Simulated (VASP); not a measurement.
# Ti (P6_3/mmc) in VASP: notebook

Runs on Ti. Level: PBE. Tasks: single point.

Everything below comes from runs of VASP 6.6.1. Logs are shortened: lines on timing, memory, paths and dates and some standing lists are left out, and cuts for length are marked.

## Step 1: The cell of the first run

The structure is hexagonal, space group P6_3/mmc (No. 194). The conventional cell has a = 2.877 Å, b = 2.877 Å, c = 4.560 Å, α = 90.00°, β = 90.00°, γ = 120.00°. Ti (site symmetry -6m2) has 12 Ti at 2.82 to 2.88 Å within 3.7 Å.

## Step 2: Single point, PBE (16.35 Å³/atom)

The input, INCAR:

```
SYSTEM = Ti
ALGO     = Fast           ! electronic algorithm
EDIFF    = 1E-6           ! SCF threshold, eV
ENCUT    = 520            ! plane-wave cutoff, eV
GGA      = PE             ! functional
ISIF     = 2              ! what is computed and relaxed
ISMEAR   = 0              ! smearing method
LASPH    = .TRUE.         ! aspherical terms in the spheres
LCHARG   = .TRUE.         ! write CHGCAR
LELF     = .TRUE.         ! ELF
LREAL    = .FALSE.        ! projectors in reciprocal space
LVHAR    = .TRUE.       
LWAVE    = .FALSE.        ! write WAVECAR
NBANDS   = 19             ! bands
NELM     = 60             ! most SCF steps
PREC     = Accurate       ! precision mode
SIGMA    = 0.1            ! smearing width, eV
```

The input, KPOINTS:

```
k-points
0
G
  18 18 10
  0 0 0
```

The input, POSCAR:

```
Ti
1.0
    2.8771070461      0.0000000000      0.0000000000
   -1.4385535231      2.4916477913      0.0000000000
    0.0000000000      0.0000000000      4.5602045140
Ti
2
Direct
    0.3333333333      0.6666666667      0.2500000000
    0.6666666667      0.3333333333      0.7500000000
```

Potentials or basis: VASP PAW PBE potentials, release 64 (Ti_sv).

Launch:

```
cat potpaw_PBE.64/Ti_sv/POTCAR > POTCAR
mpirun -np 1 vasp_std > vasp.out
```

OUTCAR:

```text
SYSTEM = Ti
   EDIFF = 1E-6
   ENCUT = 520
   GGA = PE
   ISIF = 2
   ISMEAR = 0
   LASPH = .TRUE.
   LREAL = .FALSE.
   NELM = 60
   PREC = Accurate

 ion  position               nearest neighbor table
   1  0.333  0.667  0.250-   2 2.82   2 2.82   2 2.82   2 2.82   2 2.82   2 2.82
   2  0.667  0.333  0.750-   1 2.82   1 2.82   1 2.82   1 2.82   1 2.82   1 2.82

  LATTYP: Found a hexagonal cell.
 ALAT       =     2.8771070461
 C/A-ratio  =     1.5849964707

  Lattice vectors:

 A1 = (   2.8771070461,   0.0000000000,   0.0000000000)
 A2 = (  -1.4385535231,   2.4916477913,   0.0000000000)
 A3 = (   0.0000000000,   0.0000000000,   4.5602045140)

Analysis of symmetry for initial positions (statically):
=====================================================================
 Subroutine PRICEL returns:
 Original cell was already a primitive cell.

 Routine SETGRP: Setting up the symmetry group for a
 hexagonal supercell.

 Subroutine GETGRP returns: Found 24 space group operations
 (whereof 12 operations were pure point group operations)
 out of a pool of 24 trial point group operations.

The static configuration has the point symmetry D_3d.
 The point group associated with its full space group is D_6h.

Analysis of symmetry for dynamics (positions and initial velocities):
=====================================================================
 Subroutine PRICEL returns:
 Original cell was already a primitive cell.

 Routine SETGRP: Setting up the symmetry group for a
 hexagonal supercell.

 Subroutine GETGRP returns: Found 24 space group operations
 (whereof 12 operations were pure point group operations)
 out of a pool of 24 trial point group operations.

The dynamic configuration has the point symmetry D_3d.
 The point group associated with its full space group is D_6h.

 Subroutine INISYM returns: Found 24 space group operations
 (whereof 12 operations are pure point group operations),
 and found     1 'primitive' translations

----------------------------------------------------------------------------------------

                                     Primitive cell

  volume of cell :      32.6909

  direct lattice vectors                    reciprocal lattice vectors
     2.877107046  0.000000000  0.000000000     0.347571357  0.200670416  0.000000000
    -1.438553523  2.491647791  0.000000000     0.000000000  0.401340833  0.000000000
     0.000000000  0.000000000  4.560204514     0.000000000  0.000000000  0.219288411

  length of vectors
     2.877107046  2.877107046  4.560204514     0.401340833  0.401340833  0.219288411

  position of ions in fractional coordinates (direct lattice)
     0.333333333  0.666666667  0.250000000
     0.666666667  0.333333333  0.750000000

  ion indices of the primitive-cell ions
   primitive index   ion index
                 1           1
                 2           2

----------------------------------------------------------------------------------------

 KPOINTS: k-points

Automatic generation of k-mesh.
 Grid dimensions read from file:
 generate k-points for:   18   18   10

 Generating k-lattice:

  Cartesian coordinates                     Fractional coordinates (reciprocal lattice)
     0.019309520  0.011148356  0.000000000     0.055555556  0.000000000  0.000000000
     0.000000000  0.022296713  0.000000000     0.000000000  0.055555556  0.000000000
     0.000000000  0.000000000  0.021928841     0.000000000  0.000000000  0.100000000

  Length of vectors
     0.022296713  0.022296713  0.021928841

  Shift w.r.t. Gamma in fractional coordinates (k-lattice)
     0.000000000  0.000000000  0.000000000

 Subroutine IBZKPT returns following result:
 ===========================================

 Found    222 irreducible k-points:

 Following reciprocal coordinates:
            Coordinates               Weight
  0.000000  0.000000  0.000000      1.000000
  0.055556 -0.000000  0.000000      6.000000
  0.111111 -0.000000  0.000000      6.000000
  0.166667 -0.000000  0.000000      6.000000
  0.222222 -0.000000  0.000000      6.000000
  0.277778 -0.000000  0.000000      6.000000
[... 16 lines left out ...]
  0.333333  0.111111  0.000000     12.000000
  0.388889  0.111111  0.000000     12.000000
 [... further k-points ...]
   k-points           NKPTS =    222   k-points in BZ     NKDIM =    222   number of bands    NBANDS=     19
   number of dos      NEDOS =    301   number of ions     NIONS =      2
   total plane-waves  NPLWV =  20736
   dimension x,y,z NGX =    24 NGY =   24 NGZ =   36
   dimension x,y,z NGXF=    48 NGYF=   48 NGZF=   72
   ions per type =               2
   NGX,Y,Z   is equivalent  to a cutoff of  13.87, 13.87, 13.12 a.u.
   NGXF,Y,Z  is equivalent  to a cutoff of  27.74, 27.74, 26.25 a.u.
 SYSTEM =  Ti
   PREC   = accura    normal or accurate (medium, high low for compatibility)
   ISTART =      0    job   : 0-new  1-cont  2-samecut
   ICHARG =      2    charge: 1-file 2-atom 10-const
   ISPIN  =      1    spin polarized calculation?
   LNONCOLLINEAR =      F non collinear calculations
   LSORBIT =      F    spin-orbit coupling
   LASPH  =      T    aspherical Exc in radial PAW
   ENCUT  =  520.0 eV  38.22 Ry    6.18 a.u.   5.35  5.35  8.48*2*pi/ulx,y,z
   NELM   =     60;   NELMIN=  2; NELMDL= -5     # of ELM steps
   EDIFF  = 0.1E-05   stopping-criterion for ELM
   LREAL  =      F    real-space projection
   EDIFFG = 0.1E-04   stopping-criterion for IOM
   NSW    =      0    number of steps for IOM
   IBRION =     -1    ionic relax: 0-MD 1-quasi-New 2-CG
   NFREE  =      0    steps in history (QN), initial steepest desc. (CG)
   ISIF   =      2    stress and relaxation
   ISYM   =      2    0-nonsym 1-usesym 2-fastsym
   POTIM  = 0.5000    time-step for ionic-motion
   TEBEG  =    0.0;   TEEND  =   0.0 temperature during run
   PSTRESS=    0.0 pullay stress
   NELECT =      24.0000    total number of electrons
   NUPDOWN=      -1.0000    fix difference up-down
   EMIN   =  10.00;   EMAX   =-10.00  energy-range for DOS
   EFERMI =   0.00;   METHOD = LEGACY
   ISMEAR =     0;   SIGMA  =   0.10  broadening in eV -4-tet -1-fermi 0-gaus
   EFERMI_NEDOS =   21; number of points for ismear=-14 and -15
   IALGO  =     68    algorithm
   IMIX   =      4    mixing-type and parameters
     AMIX     =   0.40;   BMIX     =  1.00
     AMIX_MAG =   1.60;   BMIX_MAG =  1.00
  volume/ion in A,a.u.               =      16.35       110.30
  Fermi-wavevector in a.u.,A,eV,Ry     =   1.476850  2.790841 29.675456  2.181085
  Thomas-Fermi vector in A             =   2.591326
   LORBIT       =      0    0 simple, 1 ext, 2 COOP (PROOUT), +10 PAW based schemes
   GGA     = PE    functional components
   LHFCALC =     F    Hartree Fock is set to
   AEXX    =    0.0000 exact exchange contribution
   IVDW    =     0    specifies the selected vdW correction
   LEPSILON=     F    determine dielectric tensor
   LRPA    =     F    only Hartree local field effects (RPA)
 non-spin polarized calculation
 RMM-DIIS sequential band-by-band and
 Gauss-broadening in eV      SIGMA  =   0.10
  energy-cutoff  :      520.00
  volume of cell :       32.69
 maximum number of plane-waves:       911
 NGX is ok and might be reduce to    24
   NGX = 11   NGY = 11   NGZ = 17

 number of electron      24.0000003 magnetization

 Free energy of the ion-electron system (eV)
  ---------------------------------------------------
  ext. energy  EPLUGINS =         0.00000000
  ---------------------------------------------------
  free energy    TOTEN  =       -15.63246857 eV

  energy without entropy =      -15.62357224  energy(sigma->0) =      -15.62802040

 E-fermi :   9.0035     XC(G=0): -11.7868

 val. band max:        8.9883177103   @ k =   0.3333   0.1667   0.4000
 cond. band min:       9.0043888065   @ k =   0.0556  -0.0000   0.5000
 fundamental gap:      0.0160710963
 Fermi energy:         9.0035265104

 k-point     1 :       0.0000    0.0000    0.0000
  band No.  band energies     occupation
      1     -47.7692      2.00000
      2     -47.5952      2.00000
      3     -24.4296      2.00000
      4     -23.6563      2.00000
      5     -23.6563      2.00000
      6     -23.5708      2.00000
[... 11 lines left out ...]
     18      10.7301      0.00000
     19      12.3844      0.00000

 k-point     2 :       0.0556   -0.0000    0.0000
  band No.  band energies     occupation
      1     -47.7653      2.00000
      2     -47.5936      2.00000
      3     -24.4213      2.00000
      4     -23.6735      2.00000
      5     -23.6621      2.00000
      6     -23.5743      2.00000
[... 11 lines left out ...]
     18      10.6760      0.00000
     19      12.4143      0.00000

 k-point     3 :       0.1111   -0.0000    0.0000
  band No.  band energies     occupation
      1     -47.7540      2.00000
      2     -47.5892      2.00000
      3     -24.3970      2.00000
      4     -23.7231      2.00000
      5     -23.6783      2.00000
      6     -23.6053      2.00000
[... 11 lines left out ...]
     18      10.5775      0.00000
     19      12.4889      0.00000

 k-point     4 :       0.1667   -0.0000    0.0000
  band No.  band energies     occupation
      1     -47.7362      2.00000
      2     -47.5827      2.00000
      3     -24.3581      2.00000
      4     -23.7995      2.00000
      5     -23.7025      2.00000
      6     -23.6820      2.00000
[... 11 lines left out ...]
     18      10.8537      0.00000
     19      12.5800      0.00000

 k-point     5 :       0.2222   -0.0000    0.0000
  band No.  band energies     occupation
      1     -47.7138      2.00000
      2     -47.5753      2.00000
      3     -24.3074      2.00000
      4     -23.8939      2.00000
      5     -23.7736      2.00000
      6     -23.7313      2.00000
[... 11 lines left out ...]
     18      11.2114      0.00000
     19      12.6659      0.00000
[... 334 lines left out ...]
      2     -47.5667      2.00000
      3     -24.2287      2.00000
      4     -23.9908      2.00000
      5     -23.9169      2.00000
      6     -23.7578      2.00000
[... 11 lines left out ...]
     18      11.9916      0.00000
     19      12.6788      0.00000

 k-point    22 :       0.2778    0.1111    0.0000
  band No.  band energies     occupation
      1     -47.6568      2.00000
      2     -47.5626      2.00000
      3     -24.1668      2.00000
      4     -24.0796      2.00000
      5     -23.9764      2.00000
      6     -23.8009      2.00000
[... 11 lines left out ...]
     18      12.5029      0.00000
     19      12.7127      0.00000

 k-point    23 :       0.3333    0.1111    0.0000
  band No.  band energies     occupation
      1     -47.6352      2.00000
      2     -47.5612      2.00000
      3     -24.1521      2.00000
      4     -24.1067      2.00000
      5     -24.0242      2.00000
      6     -23.8359      2.00000
[... 11 lines left out ...]
     18      12.7353      0.00000
     19      13.0308      0.00000

 k-point    24 :       0.3889    0.1111    0.0000
  band No.  band energies     occupation
      1     -47.6191      2.00000
      2     -47.5621      2.00000
      3     -24.1993      2.00000
      4     -24.0581      2.00000
      5     -24.0553      2.00000
      6     -23.8584      2.00000
[... 11 lines left out ...]
     18      12.7478      0.00000
     19      13.5609      0.00000

 [... further k-points ...]
[... 5 lines left out ...]
  --------------------------------------------------------------------------------------
  -------------------------------------------------------------------------------------
  Total        1.4919361      1.4919361      1.4935113     -0.0000000     -0.0000000     -0.0000000
  in kB       73.1196024     73.1196024     73.1967993     -0.0000000     -0.0000000     -0.0000000
  external PRESSURE =      73.1453347 kB  Pullay stress =       0.0000000 kB

 VOLUME and BASIS-vectors are now :
 -----------------------------------------------------------------------------
  energy-cutoff  :      520.00
  volume of cell :       32.69
      direct lattice vectors                 reciprocal lattice vectors
     2.877107046  0.000000000  0.000000000     0.347571357  0.200670416  0.000000000
    -1.438553523  2.491647791  0.000000000     0.000000000  0.401340833  0.000000000
     0.000000000  0.000000000  4.560204514     0.000000000  0.000000000  0.219288411

 POSITION                                       TOTAL-FORCE (eV/Angst)
 -----------------------------------------------------------------------------------
     -0.00000      1.66110      1.14005         0.000000     -0.000000      0.000000
      1.43855      0.83055      3.42015        -0.000000      0.000000      0.000000
 -----------------------------------------------------------------------------------
    total drift:                               -0.000000      0.000000     -0.000000

  FREE ENERGIE OF THE ION-ELECTRON SYSTEM (eV)
  ---------------------------------------------------
  free  energy   TOTEN  =       -15.6324685708 eV

  energy  without entropy=      -15.6235722385  energy(sigma->0) =      -15.62802040
```

Wall time 4.6 min (1 thread of Intel Xeon Platinum 8488C (Sapphire Rapids), shared host); peak memory 0.23 GiB.

Results:

| Quantity | Value |
| --- | --- |
| Free energy | -15.6325 eV |
| Pressure | 7.3 GPa |
| Band gap on the k mesh | zero (bands 12 and 13 overlap by 1.13 eV) |

Caveat: the cell stands under pressure.

## Step 3: Single point, PBE (16.87 Å³/atom)

This run uses another cell than the first one, of 16.87 Å³/atom.

The input, INCAR:

```
SYSTEM = Ti
ALGO = Fast
EDIFF = 1E-7
ENCUT = 520
GGA = PE
ISIF = 2
ISMEAR = 0
LASPH = .True.
LCHARG = .False.
LREAL = .False.
LWAVE = .False.
NBANDS = 19
NELM = 80
PREC = Accurate
SIGMA = 0.1
```

The input, KPOINTS:

```
k-points
0
Gamma
  18 18 10
  0 0 0
```

The input, POSCAR:

```
Ti
1.0
    2.9088974291      0.0000000000      0.0000000000
   -1.4544487146      2.5191790706      0.0000000000
    0.0000000000      0.0000000000      4.6034499571
Ti
2
Direct
    0.3333333333      0.6666666667      0.2500000000
    0.6666666667      0.3333333333      0.7500000000
```

Potentials or basis: VASP PAW PBE potentials, release 64 (Ti_sv).

Launch:

```
cat potpaw_PBE.64/Ti_sv/POTCAR > POTCAR
mpirun -np 1 vasp_std > vasp.out
```

OUTCAR:

```text
SYSTEM = Ti
   EDIFF = 1E-7
   ENCUT = 520
   GGA = PE
   ISIF = 2
   ISMEAR = 0
   LASPH = .True.
   LREAL = .False.
   NELM = 80
   PREC = Accurate

 ion  position               nearest neighbor table
   1  0.333  0.667  0.250-   2 2.85   2 2.85   2 2.85   2 2.85   2 2.85   2 2.85
   2  0.667  0.333  0.750-   1 2.85   1 2.85   1 2.85   1 2.85   1 2.85   1 2.85

  LATTYP: Found a hexagonal cell.
 ALAT       =     2.9088974291
 C/A-ratio  =     1.5825411756

  Lattice vectors:

 A1 = (   2.9088974291,   0.0000000000,   0.0000000000)
 A2 = (  -1.4544487146,   2.5191790706,   0.0000000000)
[... 193 lines left out ...]
      5     -24.0835      2.00000
      6     -24.0080      2.00000
[... 505 lines left out ...]
      6     -24.2655      2.00000
[... 11 lines left out ...]
     18      12.2630      0.00000
     19      13.0287      0.00000

 [... further k-points ...]
[... 5 lines left out ...]
  --------------------------------------------------------------------------------------
  -------------------------------------------------------------------------------------
  Total        0.6780345      0.6780345      0.6940163     -0.0000000     -0.0000000      0.0000000
  in kB       32.2026429     32.2026429     32.9616848     -0.0000000     -0.0000000      0.0000000
  external PRESSURE =      32.4556569 kB  Pullay stress =       0.0000000 kB

 VOLUME and BASIS-vectors are now :
 -----------------------------------------------------------------------------
  energy-cutoff  :      520.00
  volume of cell :       33.73
      direct lattice vectors                 reciprocal lattice vectors
     2.908897429  0.000000000  0.000000000     0.343772864  0.198477356  0.000000000
    -1.454448715  2.519179071  0.000000000     0.000000000  0.396954711  0.000000000
     0.000000000  0.000000000  4.603449957     0.000000000  0.000000000  0.217228385

 POSITION                                       TOTAL-FORCE (eV/Angst)
 -----------------------------------------------------------------------------------
     -0.00000      1.67945      1.15086        -0.000000      0.000000      0.000000
      1.45445      0.83973      3.45259         0.000000      0.000000      0.000000
 -----------------------------------------------------------------------------------
    total drift:                               -0.000000      0.000000     -0.000000

  FREE ENERGIE OF THE ION-ELECTRON SYSTEM (eV)
  ---------------------------------------------------
  free  energy   TOTEN  =       -15.6672795791 eV

  energy  without entropy=      -15.6581862279  energy(sigma->0) =      -15.66273290
```

stdout:

```text
POSCAR found type information on POSCAR Ti
 POSCAR found :  1 types and       2 ions
 scaLAPACK will be used
 LDA part: xc-table for (Slater+PW92), standard interpolation
[... 61 lines left out ...]
 num prob  num prob  num prob  num prob  num prob  num prob  num prob WARNING in EDDRMM: call to ZHEGV failed, returncode =   8  4      8
 num prob  num prob  num prob  num prob  num prob  num prob  num prob  num prob  num prob RMM:  46    -0.156672790792E+02   -0.14539E-06   -0.16675E-06  8400   0.491E-03    0.658E-03
 num prob  num prob  num prob  num prob  num prob WARNING in EDDRMM: call to ZHEGV failed, returncode =   8  4      5
 num prob  num prob  num prob  num prob  num prob  num prob  num prob  num prob  num prob  num prob RMM:  47    -0.156672792312E+02   -0.15197E-06   -0.16084E-06  7997   0.438E-03    0.688E-03
WARNING in EDDRMM: call to ZHEGV failed, returncode =   8
```

It took 8 min on 1 thread of Intel Xeon Platinum 8488C (Sapphire Rapids), shared host; peak memory 0.24 GiB.

What came out:

```yaml
Free_energy: -15.6673 eV
Pressure: 3.2 GPa
Band_gap_on_the_k_mesh: zero (bands 12 and 13 overlap by 1.12 eV)
```

Caveat: the cell stands under pressure.
